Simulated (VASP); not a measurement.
# ZnB6 (Pm-3m) in VASP: notebook

The runs below take ZnB6 through single point, relaxation of cell and atoms, with PBE.

Program: VASP 6.6.1. These are calculated values, not measurements. Logs are shortened: lines on timing, memory, paths and dates and some standing lists are left out, and cuts for length are marked.

**1. The cell of the first run**

It takes space group Pm-3m (No. 221, cubic). The conventional cell has a = 3.962 Å, b = 3.962 Å, c = 3.962 Å, α = 90.00°, β = 90.00°, γ = 90.00°. Within 3.8 Å of Zn (site symmetry m-3m) lie 24 B at 2.92 Å. B (site symmetry 4mm) has 5 B at 1.64 Å within 2.2 Å.

**2. Single point, PBE**

Input file INCAR:

```
ALGO = Normal
EDIFF = 1E-6
ENCUT = 500
GGA = PE
GGA_COMPAT = F
ISIF = 2
ISMEAR = 0
LASPH = T
LCHARG = F
LREAL = F
LWAVE = F
NBANDS = 24
NELM = 120
PREC = Accurate
SIGMA = 0.1
```

Input file KPOINTS:

```
k-points
0
Gamma
  4 4 4
```

Input file POSCAR:

```
ZnB6
1.0
    3.9619376100      0.0000000000      0.0000000000
    0.0000000000      3.9619376100      0.0000000000
    0.0000000000      0.0000000000      3.9619376100
Zn B
1 6
Direct
    0.0000000000      0.0000000000      0.0000000000
    0.2070000000      0.5000000000      0.5000000000
    0.5000000000      0.2070000000      0.5000000000
    0.7930000000      0.5000000000      0.5000000000
    0.5000000000      0.7930000000      0.5000000000
    0.5000000000      0.5000000000      0.2070000000
    0.5000000000      0.5000000000      0.7930000000
```

Potentials or basis: VASP PAW PBE potentials, release 64 (Zn, B).

On the command line:

```
$ cat potpaw_PBE.64/Zn/POTCAR potpaw_PBE.64/B/POTCAR > POTCAR
$ mpirun -np 1 vasp_std > vasp.out
```

OUTCAR:

```text
EDIFF = 1E-6
   ENCUT = 500
   GGA = PE
   ISIF = 2
   ISMEAR = 0
   LASPH = T
   LREAL = F
   NELM = 120
   PREC = Accurate

 ion  position               nearest neighbor table
   1  0.000  0.000  0.000-
   2  0.207  0.500  0.500-   4 1.64   3 1.64   5 1.64   6 1.64   7 1.64
   3  0.500  0.207  0.500-   5 1.64   4 1.64   2 1.64   6 1.64   7 1.64
   4  0.793  0.500  0.500-   2 1.64   3 1.64   5 1.64   6 1.64   7 1.64
   5  0.500  0.793  0.500-   3 1.64   2 1.64   4 1.64   6 1.64   7 1.64
   6  0.500  0.500  0.207-   7 1.64   3 1.64   4 1.64   5 1.64   2 1.64
   7  0.500  0.500  0.793-   6 1.64   3 1.64   4 1.64   5 1.64   2 1.64

  LATTYP: Found a simple cubic cell.
 ALAT       =     3.9619376100

  Lattice vectors:

 A1 = (   3.9619376100,   0.0000000000,   0.0000000000)
 A2 = (   0.0000000000,   3.9619376100,   0.0000000000)
 A3 = (   0.0000000000,   0.0000000000,   3.9619376100)

Analysis of symmetry for initial positions (statically):
=====================================================================
 Subroutine PRICEL returns:
 Original cell was already a primitive cell.

 Routine SETGRP: Setting up the symmetry group for a
 simple cubic supercell.

 Subroutine GETGRP returns: Found 48 space group operations
 (whereof 48 operations were pure point group operations)
 out of a pool of 48 trial point group operations.

The static configuration has the point symmetry O_h .

Analysis of symmetry for dynamics (positions and initial velocities):
=====================================================================
 Subroutine PRICEL returns:
 Original cell was already a primitive cell.

 Routine SETGRP: Setting up the symmetry group for a
 simple cubic supercell.

 Subroutine GETGRP returns: Found 48 space group operations
 (whereof 48 operations were pure point group operations)
 out of a pool of 48 trial point group operations.

The dynamic configuration has the point symmetry O_h .

 Subroutine INISYM returns: Found 48 space group operations
 (whereof 48 operations are pure point group operations),
 and found     1 'primitive' translations

----------------------------------------------------------------------------------------

                                     Primitive cell

  volume of cell :      62.1903

  direct lattice vectors                    reciprocal lattice vectors
     3.961937610  0.000000000  0.000000000     0.252401753  0.000000000  0.000000000
     0.000000000  3.961937610  0.000000000     0.000000000  0.252401753  0.000000000
     0.000000000  0.000000000  3.961937610     0.000000000  0.000000000  0.252401753

  length of vectors
     3.961937610  3.961937610  3.961937610     0.252401753  0.252401753  0.252401753

  position of ions in fractional coordinates (direct lattice)
     0.000000000  0.000000000  0.000000000
     0.207000000  0.500000000  0.500000000
     0.500000000  0.207000000  0.500000000
     0.793000000  0.500000000  0.500000000
     0.500000000  0.793000000  0.500000000
     0.500000000  0.500000000  0.207000000
     0.500000000  0.500000000  0.793000000

  ion indices of the primitive-cell ions
   primitive index   ion index
                 1           1
                 2           2
                 3           3
                 4           4
                 5           5
                 6           6
                 7           7

----------------------------------------------------------------------------------------

 KPOINTS: k-points

Automatic generation of k-mesh.
 Grid dimensions read from file:
 generate k-points for:    4    4    4

 Generating k-lattice:

  Cartesian coordinates                     Fractional coordinates (reciprocal lattice)
     0.063100438  0.000000000  0.000000000     0.250000000  0.000000000  0.000000000
     0.000000000  0.063100438  0.000000000     0.000000000  0.250000000  0.000000000
     0.000000000  0.000000000  0.063100438     0.000000000  0.000000000  0.250000000

  Length of vectors
     0.063100438  0.063100438  0.063100438

  Shift w.r.t. Gamma in fractional coordinates (k-lattice)
     0.000000000  0.000000000  0.000000000

 Subroutine IBZKPT returns following result:
 ===========================================

 Found     10 irreducible k-points:

 Following reciprocal coordinates:
            Coordinates               Weight
  0.000000  0.000000  0.000000      1.000000
  0.250000  0.000000  0.000000      6.000000
  0.500000  0.000000  0.000000      3.000000
  0.250000  0.250000  0.000000     12.000000
  0.500000  0.250000  0.000000     12.000000
  0.500000  0.500000  0.000000      3.000000
  0.250000  0.250000  0.250000      8.000000
  0.500000  0.250000  0.250000     12.000000
  0.500000  0.500000  0.250000      6.000000
  0.500000  0.500000  0.500000      1.000000
   k-points           NKPTS =     10   k-points in BZ     NKDIM =     10   number of bands    NBANDS=     24
   number of dos      NEDOS =    301   number of ions     NIONS =      7
   total plane-waves  NPLWV =  27000
   dimension x,y,z NGX =    30 NGY =   30 NGZ =   30
   dimension x,y,z NGXF=    60 NGYF=   60 NGZF=   60
   ions per type =               1   6
   NGX,Y,Z   is equivalent  to a cutoff of  12.59, 12.59, 12.59 a.u.
   NGXF,Y,Z  is equivalent  to a cutoff of  25.18, 25.18, 25.18 a.u.
 SYSTEM =  unknown system
   PREC   = accura    normal or accurate (medium, high low for compatibility)
   ISTART =      0    job   : 0-new  1-cont  2-samecut
   ICHARG =      2    charge: 1-file 2-atom 10-const
   ISPIN  =      1    spin polarized calculation?
   LNONCOLLINEAR =      F non collinear calculations
   LSORBIT =      F    spin-orbit coupling
   LASPH  =      T    aspherical Exc in radial PAW
   ENCUT  =  500.0 eV  36.75 Ry    6.06 a.u.   7.22  7.22  7.22*2*pi/ulx,y,z
   NELM   =    120;   NELMIN=  2; NELMDL= -5     # of ELM steps
   EDIFF  = 0.1E-05   stopping-criterion for ELM
   LREAL  =      F    real-space projection
   EDIFFG = 0.1E-04   stopping-criterion for IOM
   NSW    =      0    number of steps for IOM
   IBRION =     -1    ionic relax: 0-MD 1-quasi-New 2-CG
   NFREE  =      0    steps in history (QN), initial steepest desc. (CG)
   ISIF   =      2    stress and relaxation
   ISYM   =      2    0-nonsym 1-usesym 2-fastsym
   POTIM  = 0.5000    time-step for ionic-motion
   TEBEG  =    0.0;   TEEND  =   0.0 temperature during run
   PSTRESS=    0.0 pullay stress
   NELECT =      30.0000    total number of electrons
   NUPDOWN=      -1.0000    fix difference up-down
   EMIN   =  10.00;   EMAX   =-10.00  energy-range for DOS
   EFERMI =   0.00;   METHOD = LEGACY
   ISMEAR =     0;   SIGMA  =   0.10  broadening in eV -4-tet -1-fermi 0-gaus
   EFERMI_NEDOS =   21; number of points for ismear=-14 and -15
   IALGO  =     38    algorithm
   IMIX   =      4    mixing-type and parameters
     AMIX     =   0.40;   BMIX     =  1.00
     AMIX_MAG =   1.60;   BMIX_MAG =  1.00
  volume/ion in A,a.u.               =       8.88        59.95
  Fermi-wavevector in a.u.,A,eV,Ry     =   1.283929  2.426274 22.428840  1.648473
  Thomas-Fermi vector in A             =   2.416153
   LORBIT       =      0    0 simple, 1 ext, 2 COOP (PROOUT), +10 PAW based schemes
   GGA     = PE    functional components
   LHFCALC =     F    Hartree Fock is set to
   AEXX    =    0.0000 exact exchange contribution
   IVDW    =     0    specifies the selected vdW correction
   LEPSILON=     F    determine dielectric tensor
   LRPA    =     F    only Hartree local field effects (RPA)
 non-spin polarized calculation
 Gauss-broadening in eV      SIGMA  =   0.10
  energy-cutoff  :      500.00
  volume of cell :       62.19
 maximum number of plane-waves:      1596
 NGX is ok and might be reduce to    30
   NGX = 15   NGY = 15   NGZ = 15

 number of electron      30.0000025 magnetization

 Free energy of the ion-electron system (eV)
  ---------------------------------------------------
  ext. energy  EPLUGINS =         0.00000000
  ---------------------------------------------------
  free energy    TOTEN  =       -37.92807732 eV

  energy without entropy =      -37.92180349  energy(sigma->0) =      -37.92494040

 E-fermi :   4.1253     XC(G=0): -11.1038

 val. band max:        3.8662795368   @ k =   0.5000   0.5000   0.2500
 cond. band min:       4.1634568485   @ k =   0.0000   0.0000   0.0000
 fundamental gap:      0.2971773118
 Fermi energy:         4.1253389748

 k-point     1 :       0.0000    0.0000    0.0000
  band No.  band energies     occupation
      1     -11.4851      2.00000
      2      -3.9210      2.00000
      3      -3.2399      2.00000
      4      -3.2399      2.00000
      5      -3.0612      2.00000
      6      -3.0612      2.00000
[... 16 lines left out ...]
     23      13.4472      0.00000
     24      13.4472      0.00000

 k-point     2 :       0.2500    0.0000    0.0000
  band No.  band energies     occupation
      1     -11.3223      2.00000
      2      -5.2133      2.00000
      3      -3.3090      2.00000
      4      -3.3090      2.00000
      5      -3.1936      2.00000
      6      -3.1920      2.00000
[... 16 lines left out ...]
     23      13.8984      0.00000
     24      15.5408      0.00000

 k-point     3 :       0.5000    0.0000    0.0000
  band No.  band energies     occupation
      1     -11.1352      2.00000
      2      -6.0494      2.00000
      3      -3.3905      2.00000
      4      -3.3905      2.00000
      5      -3.1433      2.00000
      6      -3.0432      2.00000
[... 16 lines left out ...]
     23      12.8771      0.00000
     24      16.3161      0.00000
[... 136 lines left out ...]
 k-point     9 :       0.5000    0.5000    0.2500
  band No.  band energies     occupation
      1     -10.7812      2.00000
      2      -4.8865      2.00000
      3      -4.8865      2.00000
      4      -4.0021      2.00000
      5      -3.1036      2.00000
      6      -2.9985      2.00000
[... 16 lines left out ...]
     23      13.7680      0.00000
     24      14.3308      0.00000

 k-point    10 :       0.5000    0.5000    0.5000
  band No.  band energies     occupation
      1     -10.6684      2.00000
      2      -4.6769      2.00000
      3      -4.6769      2.00000
      4      -4.6769      2.00000
      5      -2.9964      2.00000
      6      -2.9964      2.00000
[... 16 lines left out ...]
     23      13.8412      0.00000
     24      14.0523      0.00000

------------------------ aborting loop because EDIFF is reached ----------------------------------------

  FORCE on cell =-STRESS in cart. coord.  units (eV):
  Direction    XX          YY          ZZ          XY          YZ          ZX
  --------------------------------------------------------------------------------------
  -------------------------------------------------------------------------------------
  Total       10.1448676     10.1448676     10.1448676     -0.0000000      0.0000000      0.0000000
  in kB      261.3569592    261.3569592    261.3569592     -0.0000000      0.0000000      0.0000000
  external PRESSURE =     261.3569592 kB  Pullay stress =       0.0000000 kB

 VOLUME and BASIS-vectors are now :
 -----------------------------------------------------------------------------
  energy-cutoff  :      500.00
  volume of cell :       62.19
      direct lattice vectors                 reciprocal lattice vectors
     3.961937610  0.000000000  0.000000000     0.252401753  0.000000000  0.000000000
     0.000000000  3.961937610  0.000000000     0.000000000  0.252401753  0.000000000
     0.000000000  0.000000000  3.961937610     0.000000000  0.000000000  0.252401753

 POSITION                                       TOTAL-FORCE (eV/Angst)
 -----------------------------------------------------------------------------------
      0.00000      0.00000      0.00000         0.000000      0.000000      0.000000
      0.82012      1.98097      1.98097        -3.512751     -0.000000     -0.000000
      1.98097      0.82012      1.98097         0.000000     -3.512751      0.000000
      3.14182      1.98097      1.98097         3.512751      0.000000     -0.000000
      1.98097      3.14182      1.98097         0.000000      3.512751     -0.000000
      1.98097      1.98097      0.82012         0.000000     -0.000000     -3.512751
      1.98097      1.98097      3.14182         0.000000      0.000000      3.512751
 -----------------------------------------------------------------------------------
    total drift:                                0.000000     -0.000000      0.000000

  FREE ENERGIE OF THE ION-ELECTRON SYSTEM (eV)
  ---------------------------------------------------
  free  energy   TOTEN  =       -37.9280773166 eV

  energy  without entropy=      -37.9218034853  energy(sigma->0) =      -37.92494040
```

It took 16 s on 1 thread of Intel Xeon 6975P-C, shared host; peak memory 0.16 GiB.

Results:

```
Free energy            : -37.9281 eV
Pressure               : 26.1 GPa
Largest force          : 3.513 eV/Å
Band gap on the k mesh : zero (band 15 reaches 4.20 eV, above the bottom of band 16 at 3.28 eV)
```

Forces on the atoms (eV/Å):
```
Zn   0.000  0.000  0.000
B   -3.513  0.000  0.000
B    0.000 -3.513  0.000
B    3.513  0.000  0.000
B    0.000  3.513  0.000
B    0.000  0.000 -3.513
B    0.000  0.000  3.513
```

Caveat: the k points lie up to 0.40 Å⁻¹ apart; forces of over 1 eV/Å act on the atoms, so gaps and moduli don't describe the material at rest.

**3. Single point, PBE**

This run uses another cell than the first one, of 10.05 Å³/atom, 1.131 times its volume.

Input file INCAR:

```
SYSTEM = ZnB6
ALGO = Normal
EDIFF = 1E-6
ENCUT = 500
GGA = PE
GGA_COMPAT = .FALSE.
ISIF = 2
ISMEAR = 0
LASPH = .TRUE.
LCHARG = .FALSE.
LREAL = .FALSE.
LWAVE = .FALSE.
NBANDS = 24
NELM = 120
PREC = Accurate
SIGMA = 0.1
```

Input file KPOINTS:

```
k-points
0
G
  4 4 4
  0 0 0
```

Input file POSCAR:

```
ZnB6
1.0
    4.1281014114      0.0000000000      0.0000000000
    0.0000000000      4.1281014114      0.0000000000
    0.0000000000      0.0000000000      4.1281014114
Zn B
1 6
Direct
    0.0000000000      0.0000000000      0.0000000000
    0.1988311695      0.5000000000      0.5000000000
    0.5000000000      0.1988311695      0.5000000000
    0.8011688305      0.5000000000      0.5000000000
    0.5000000000      0.8011688305      0.5000000000
    0.5000000000      0.5000000000      0.1988311695
    0.5000000000      0.5000000000      0.8011688305
```

Potentials or basis: VASP PAW PBE potentials, release 64 (Zn, B).

On the command line:

```
$ cat potpaw_PBE.64/Zn/POTCAR potpaw_PBE.64/B/POTCAR > POTCAR
$ mpirun -np 1 vasp_std > vasp.out
```

It took 15 s on 1 thread of Intel Xeon 6975P-C, shared host; peak memory 0.17 GiB.

It converged, with:

- Free energy: -38.8693 eV
- Pressure: 0.4 GPa
- Largest force: 0.010 eV/Å
- Band gap on the k mesh: zero (band 15 reaches 3.71 eV, above the bottom of band 16 at 2.41 eV)

Forces on the atoms (eV/Å):
```
Zn   0.000  0.000  0.000
B   -0.010  0.000  0.000
B    0.000 -0.010  0.000
B    0.010  0.000  0.000
B    0.000  0.010  0.000
B    0.000  0.000 -0.010
B    0.000  0.000  0.010
```

Levels at points of the mesh, in eV from the Fermi level:
```csv
k point,band 12,band 13,band 14,band 15,band 16,band 17,band 18,band 19
"(0.00, 0.00, 0.00)",-4.51,0.61,0.61,0.61,0.61,3.45,3.45,3.45
"(0.50, 0.00, 0.00)",-2.13,-2.13,-1.41,-0.34,0.69,2.05,5.26,5.26
"(0.50, 0.50, 0.00)",-1.59,-1.59,-1.08,-1.08,1.62,2.72,2.72,4.94
"(0.50, 0.50, 0.50)",-4.36,-1.61,-0.68,-0.68,-0.68,6.70,7.27,7.27
```

Caveat: the k points lie up to 0.38 Å⁻¹ apart.

(Continued in part 2 of 2.)
